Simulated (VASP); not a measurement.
Write the native input for VASP 6.6.1 that does the following.

- Task: single point
- Functional: r2SCAN
- Potentials or basis: VASP PAW PBE potentials, release 64 (Sn_d)
- Cutoff: 520 eV
- k mesh: 12 × 12 × 8
- Occupations: gaussian, width 0.1 eV
- Spin: no spin polarisation
- Dipole correction: no
- Further INCAR settings: ALGO = Normal; EDIFF = 1e-06; NBANDS = 36

Sn:

```
CELL_PARAMETERS angstrom
3.24944 3.24944 0.00000
-3.24944 3.24944 0.00000
0.00000 0.00000 6.49889
ATOMIC_POSITIONS crystal
Sn 0.00000 0.00000 0.50000
Sn 0.00000 0.50000 0.25000
Sn 0.50000 0.50000 0.00000
Sn 0.50000 0.00000 0.75000
```

This cell differs from its parent crystal: equal strain along all axes, cell held: -1.0 %.

One way to write it, as run:

POSCAR

```
Sn
1.0
    3.2494432561      3.2494432561      0.0000000000
   -3.2494432561      3.2494432561      0.0000000000
    0.0000000000      0.0000000000      6.4988865122
Sn
4
Direct
    0.0000000000      0.0000000000      0.5000000000
    0.0000000000      0.5000000000      0.2500000000
    0.5000000000      0.5000000000      0.0000000000
    0.5000000000      0.0000000000      0.7500000000
```

INCAR.step1

```
SYSTEM = Sn
PREC = Accurate
ENCUT = 520
ISMEAR = 0
SIGMA = 0.1
LREAL = .False.
LASPH = .True.
NELM = 100
NBANDS = 36
GGA = PE
ALGO = Normal
EDIFF = 1E-4
LWAVE = .True.
LCHARG = .False.
```

INCAR.step2

```
SYSTEM = Sn
PREC = Accurate
ENCUT = 520
EDIFF = 1E-6
ISMEAR = 0
SIGMA = 0.1
LREAL = .False.
LASPH = .True.
NELM = 100
ALGO = Normal
ISIF = 2
LWAVE = .False.
LCHARG = .False.
METAGGA = R2SCAN
LMIXTAU = .True.
NBANDS = 36
ISTART = 1
```

KPOINTS

```
Automatic mesh
0
Gamma
  12 12 8
  0 0 0
```

Potentials or basis: VASP PAW PBE potentials, release 64 (Sn_d).

Launch:

```bash
$ cat potpaw_PBE.64/Sn_d/POTCAR > POTCAR
$ cp INCAR.step1 INCAR
$ mpirun -np 1 vasp_std > vasp.out
$ cp INCAR.step2 INCAR
$ mpirun -np 1 vasp_std > vasp.out
```

It gave:

```yaml
Pressure: 1.4 GPa
Band_gap_on_the_k_mesh: zero (filled and empty bands touch)
```

Caveat: the cell differs from its parent crystal (equal strain along all axes, cell held: -1.0 %); the PAW data sets were made with another functional, which shifts forces and pressure a little; spin-orbit coupling is left out, which moves the levels of the heavy elements.

It took 35 min on 1 thread of Intel Xeon 8259CL, with other jobs on the host, peak memory 0.59 GiB.
